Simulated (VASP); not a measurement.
# Te2Mo (P6_3/mmc) in VASP: single point with PBE+D3(BJ)

Aim: the single point of Te2Mo with PBE+D3(BJ).

All numbers are computed with VASP 6.6.1; they aren't measurements. Logs are shortened: lines on timing, memory, paths and dates and some standing lists are left out, and cuts for length are marked.

## 1. The cell of the first run

The structure is hexagonal, space group P6_3/mmc (No. 194). The conventional cell has a = 3.557 Å, b = 3.557 Å, c = 15.340 Å, α = 90.00°, β = 90.00°, γ = 120.00°. Within 3.7 Å of Te (site symmetry 3m) lie 3 Mo at 2.74 Å and 7 Te at 3.56 to 3.62 Å. Within 3.6 Å of Mo (site symmetry -6m2) lie 6 Te at 2.74 Å and 6 Mo at 3.56 Å.

## 2. Single point, PBE+D3(BJ), collinear spin

The input, INCAR:

```
SYSTEM = Te2Mo
  PREC = Accurate
  ENCUT = 520
  EDIFF = 1E-6
  ISMEAR = 0
  SIGMA = 0.05
  LREAL = .FALSE.
  LASPH = .TRUE.
  NELM = 150
  ALGO = Normal
  ISIF = 2
  LWAVE = .FALSE.
  LCHARG = .FALSE.
  ISPIN = 2
  MAGMOM = 0 0 0 0 2 2
  LORBIT = 11
  LMAXMIX = 4
  GGA = PE
  IVDW = 12
  NBANDS = 39
```

The input, KPOINTS:

```
Automatic mesh
0
G
  10 10 2
  0 0 0
```

The input, POSCAR:

```
Te2Mo
1.0
    3.5565664135      0.0000000000      0.0000000000
   -1.7782832068      3.0800768643      0.0000000000
    0.0000000000      0.0000000000     15.3398765745
Te Mo
4 2
Direct
    0.3333333333      0.6666666667      0.6321297193
    0.6666666667      0.3333333333      0.1321297193
    0.3333333333      0.6666666667      0.8678702807
    0.6666666667      0.3333333333      0.3678702807
    0.3333333333      0.6666666667      0.2500000000
    0.6666666667      0.3333333333      0.7500000000
```

Potentials or basis: VASP PAW PBE potentials, release 64 (Te, Mo_sv).

Started as:

```bash
cat potpaw_PBE.64/Te/POTCAR potpaw_PBE.64/Mo_sv/POTCAR > POTCAR
mpirun -np 1 vasp_std > vasp.out
```

OUTCAR:

```text
SYSTEM = Te2Mo
   PREC = Accurate
   ENCUT = 520
   EDIFF = 1E-6
   ISMEAR = 0
   LREAL = .FALSE.
   LASPH = .TRUE.
   NELM = 150
   ISIF = 2
   ISPIN = 2
   LORBIT = 11
   GGA = PE
   IVDW = 12
 IVDW          = 12

 ion  position               nearest neighbor table
   1  0.333  0.667  0.632-   6 2.74   6 2.74   6 2.74   3 3.62
   2  0.667  0.333  0.132-   5 2.74   5 2.74   5 2.74   4 3.62
   3  0.333  0.667  0.868-   6 2.74   6 2.74   6 2.74   1 3.62
   4  0.667  0.333  0.368-   5 2.74   5 2.74   5 2.74   2 3.62
   5  0.333  0.667  0.250-   2 2.74   4 2.74   2 2.74   4 2.74   2 2.74   4 2.74
   6  0.667  0.333  0.750-   1 2.74   3 2.74   1 2.74   3 2.74   1 2.74   3 2.74

  LATTYP: Found a hexagonal cell.
 ALAT       =     3.5565664135
 C/A-ratio  =     4.3131140519

  Lattice vectors:

 A1 = (   3.5565664135,   0.0000000000,   0.0000000000)
 A2 = (  -1.7782832068,   3.0800768643,   0.0000000000)
 A3 = (   0.0000000000,   0.0000000000,  15.3398765745)

Analysis of symmetry for initial positions (statically):
=====================================================================
 Subroutine PRICEL returns:
 Original cell was already a primitive cell.

 Routine SETGRP: Setting up the symmetry group for a
 hexagonal supercell.

 Subroutine GETGRP returns: Found 24 space group operations
 (whereof 12 operations were pure point group operations)
 out of a pool of 24 trial point group operations.

The static configuration has the point symmetry D_3d.
 The point group associated with its full space group is D_6h.

Analysis of symmetry for dynamics (positions and initial velocities):
=====================================================================
 Subroutine PRICEL returns:
 Original cell was already a primitive cell.

 Routine SETGRP: Setting up the symmetry group for a
 hexagonal supercell.

 Subroutine GETGRP returns: Found 24 space group operations
 (whereof 12 operations were pure point group operations)
 out of a pool of 24 trial point group operations.

The dynamic configuration has the point symmetry D_3d.
 The point group associated with its full space group is D_6h.

Analysis of structural, dynamic, and magnetic symmetry:
=====================================================================
 Subroutine PRICEL returns:
 Original cell was already a primitive cell.

 Routine SETGRP: Setting up the symmetry group for a
 hexagonal supercell.

 Subroutine GETGRP returns: Found 24 space group operations
 (whereof 12 operations were pure point group operations)
 out of a pool of 24 trial point group operations.

The overall configuration has the point symmetry D_3d.
 The point group associated with its full space group is D_6h.

 Subroutine INISYM returns: Found 24 space group operations
 (whereof 12 operations are pure point group operations),
 and found     1 'primitive' translations

----------------------------------------------------------------------------------------

                                     Primitive cell

  volume of cell :     168.0406

  direct lattice vectors                    reciprocal lattice vectors
     3.556566414  0.000000000  0.000000000     0.281170062  0.162333611  0.000000000
    -1.778283207  3.080076864  0.000000000     0.000000000  0.324667222  0.000000000
     0.000000000  0.000000000 15.339876574     0.000000000  0.000000000  0.065189573

  length of vectors
     3.556566414  3.556566413 15.339876574     0.324667222  0.324667222  0.065189573

  position of ions in fractional coordinates (direct lattice)
     0.333333333  0.666666667  0.632129719
     0.666666667  0.333333333  0.132129719
     0.333333333  0.666666667  0.867870281
     0.666666667  0.333333333  0.367870281
     0.333333333  0.666666667  0.250000000
     0.666666667  0.333333333  0.750000000

  ion indices of the primitive-cell ions
   primitive index   ion index
                 1           1
                 2           2
                 3           3
                 4           4
                 5           5
                 6           6

----------------------------------------------------------------------------------------

[... 25 lines left out ...]
            Coordinates               Weight
  0.000000  0.000000  0.000000      1.000000
  0.100000 -0.000000  0.000000      6.000000
  0.200000 -0.000000  0.000000      6.000000
  0.300000  0.000000  0.000000      6.000000
  0.400000  0.000000  0.000000      6.000000
  0.500000  0.000000  0.000000      3.000000
[... 16 lines left out ...]
  0.300000  0.100000  0.500000     12.000000
  0.400000  0.100000  0.500000     12.000000
 [... further k-points ...]
   k-points           NKPTS =     28   k-points in BZ     NKDIM =     28   number of bands    NBANDS=     39
   number of dos      NEDOS =    301   number of ions     NIONS =      6
   total plane-waves  NPLWV =  94080
   dimension x,y,z NGX =    28 NGY =   28 NGZ =  120
   dimension x,y,z NGXF=    56 NGYF=   56 NGZF=  240
   ions per type =               4   2
   NGX,Y,Z   is equivalent  to a cutoff of  13.09, 13.09, 13.01 a.u.
   NGXF,Y,Z  is equivalent  to a cutoff of  26.18, 26.18, 26.01 a.u.
 SYSTEM =  Te2Mo
   PREC   = accura    normal or accurate (medium, high low for compatibility)
   ISTART =      0    job   : 0-new  1-cont  2-samecut
   ICHARG =      2    charge: 1-file 2-atom 10-const
   ISPIN  =      2    spin polarized calculation?
   LNONCOLLINEAR =      F non collinear calculations
   LSORBIT =      F    spin-orbit coupling
   LASPH  =      T    aspherical Exc in radial PAW
   ENCUT  =  520.0 eV  38.22 Ry    6.18 a.u.   6.61  6.61 28.52*2*pi/ulx,y,z
   NELM   =    150;   NELMIN=  2; NELMDL= -5     # of ELM steps
   EDIFF  = 0.1E-05   stopping-criterion for ELM
   LREAL  =      F    real-space projection
[... 7 lines left out ...]
   TEBEG  =    0.0;   TEEND  =   0.0 temperature during run
   PSTRESS=    0.0 pullay stress
   NELECT =      52.0000    total number of electrons
   NUPDOWN=      -1.0000    fix difference up-down
   EMIN   =  10.00;   EMAX   =-10.00  energy-range for DOS
   EFERMI =   0.00;   METHOD = LEGACY
   ISMEAR =     0;   SIGMA  =   0.05  broadening in eV -4-tet -1-fermi 0-gaus
   EFERMI_NEDOS =   21; number of points for ismear=-14 and -15
   IALGO  =     38    algorithm
   IMIX   =      4    mixing-type and parameters
     AMIX     =   0.40;   BMIX     =  1.00
     AMIX_MAG =   1.60;   BMIX_MAG =  1.00
  volume/ion in A,a.u.               =      28.01       189.00
  Fermi-wavevector in a.u.,A,eV,Ry     =   1.107315  2.092522 16.682735  1.226146
  Thomas-Fermi vector in A             =   2.243828
   LORBIT       =     11    0 simple, 1 ext, 2 COOP (PROOUT), +10 PAW based schemes
   GGA     = PE    functional components
   LHFCALC =     F    Hartree Fock is set to
   AEXX    =    0.0000 exact exchange contribution
   IVDW    =    12    specifies the selected vdW correction
   LEPSILON=     F    determine dielectric tensor
   LRPA    =     F    only Hartree local field effects (RPA)
 spin polarized calculation
 Gauss-broadening in eV      SIGMA  =   0.05
  energy-cutoff  :      520.00
  volume of cell :      168.04
 maximum number of plane-waves:      4581
 NGX is ok and might be reduce to    28
   NGX = 13   NGY = 13   NGZ = 57

 number of electron      52.0000000 magnetization       0.0019321

 Free energy of the ion-electron system (eV)
  ---------------------------------------------------
  ext. energy  EPLUGINS =         0.00000000
  ---------------------------------------------------
  free energy    TOTEN  =       -36.07550039 eV

  energy without entropy =      -36.07550039  energy(sigma->0) =      -36.07550039

 E-fermi :   6.8885     XC(G=0):  -9.7248

 val. band max:        6.5471059721   @ k =   0.3000   0.3000   0.0000
 cond. band min:       7.6013741569   @ k =   0.2000   0.2000   0.0000
 fundamental gap:      1.0542681848
 Fermi energy:         6.8885186017

 spin component 1

 k-point     1 :       0.0000    0.0000    0.0000
  band No.  band energies     occupation
      1     -54.1046      1.00000
      2     -54.1046      1.00000
      3     -28.2492      1.00000
      4     -28.2492      1.00000
      5     -28.1470      1.00000
      6     -28.1470      1.00000
[... 973 lines left out ...]
     37      13.0479      0.00000
     38      13.0479      0.00000

 [... further k-points ...]

 spin component 2

 k-point     1 :       0.0000    0.0000    0.0000
  band No.  band energies     occupation
      1     -54.1048      1.00000
      2     -54.1048      1.00000
      3     -28.2495      1.00000
      4     -28.2495      1.00000
      5     -28.1473      1.00000
      6     -28.1473      1.00000
[... 973 lines left out ...]
     37      13.0485      0.00000
     38      13.0485      0.00000

 [... further k-points ...]

 [bands above 38 left out]

------------------------ aborting loop because EDIFF is reached ----------------------------------------

 Edisp (eV)   -2.88293

 E8    (eV) :    -1.3327

  FORCE on cell =-STRESS in cart. coord.  units (eV):
  Direction    XX          YY          ZZ          XY          YZ          ZX
  --------------------------------------------------------------------------------------
  -------------------------------------------------------------------------------------
  Total      -2.91056    -2.91056    -2.70688     0.00000     0.00000     0.00000
  in kB     -27.75059   -27.75059   -25.80869     0.00000     0.00000     0.00000
  external pressure =      -27.10 kB  Pullay stress =        0.00 kB

 VOLUME and BASIS-vectors are now :
 -----------------------------------------------------------------------------
  energy-cutoff  :      520.00
  volume of cell :      168.04
      direct lattice vectors                 reciprocal lattice vectors
     3.556566414  0.000000000  0.000000000     0.281170062  0.162333611  0.000000000
    -1.778283207  3.080076864  0.000000000     0.000000000  0.324667222  0.000000000
     0.000000000  0.000000000 15.339876574     0.000000000  0.000000000  0.065189573

 POSITION                                       TOTAL-FORCE (eV/Angst)
 -----------------------------------------------------------------------------------
     -0.00000      2.05338      9.69679        -0.000000     -0.000000      0.012251
      1.77828      1.02669      2.02685        -0.000000      0.000000      0.012251
     -0.00000      2.05338     13.31302        -0.000000     -0.000000     -0.012251
      1.77828      1.02669      5.64308        -0.000000      0.000000     -0.012251
     -0.00000      2.05338      3.83497         0.000000     -0.000000      0.000000
      1.77828      1.02669     11.50491        -0.000000      0.000000      0.000000
 -----------------------------------------------------------------------------------
    total drift:                                0.000000     -0.000000      0.000000

  FREE ENERGIE OF THE ION-ELECTRON SYSTEM (eV)
  ---------------------------------------------------
  free  energy   TOTEN  =       -38.9584268466 eV

  energy  without entropy=      -38.9584268466  energy(sigma->0) =      -38.95842685

 total charge

# of ion       s       p       d       tot
------------------------------------------
    1        1.384   1.971   0.059   3.414
    2        1.384   1.971   0.059   3.414
    3        1.384   1.971   0.059   3.414
    4        1.384   1.971   0.059   3.414
    5        2.250   6.140   3.956  12.346
    6        2.250   6.140   3.956  12.346
--------------------------------------------------
tot         10.037  20.163   8.147  38.347

 magnetization (x)

# of ion       s       p       d       tot
------------------------------------------
    1        0.000   0.000   0.000   0.000
    2        0.000   0.000   0.000   0.000
    3        0.000   0.000   0.000   0.000
    4        0.000   0.000   0.000   0.000
    5       -0.000  -0.000  -0.000  -0.000
    6       -0.000  -0.000  -0.000  -0.000
--------------------------------------------------
tot         -0.000   0.000  -0.000  -0.000
```

Wall time 13 min (1 thread of Intel Xeon 8259CL, shared host); peak memory 0.53 GiB.

Results:

- Free energy: -38.9584 eV
- Pressure: -2.7 GPa
- Largest force: 0.012 eV/Å
- Band gap on the k mesh: 1.05 eV (least direct gap 1.18 eV)
- Net moment: 0.00 μB per cell
- Valence electrons inside the program's atomic spheres: Te 3.41; Mo 12.35
- Dispersion energy per atom: -0.480 eV

Forces in eV/Å, atoms in the order of the input:
```
Te   0.000  0.000  0.012
Te   0.000  0.000  0.012
Te   0.000  0.000 -0.012
Te   0.000  0.000 -0.012
Mo   0.000  0.000  0.000
Mo   0.000  0.000  0.000
```

Stress tensor (GPa, compression positive):
```
-2.78  0.00  0.00
 0.00 -2.78  0.00
 0.00  0.00 -2.58
```

Caveat: three body term missing; spin-orbit coupling is left out, which moves the levels of the heavy elements.
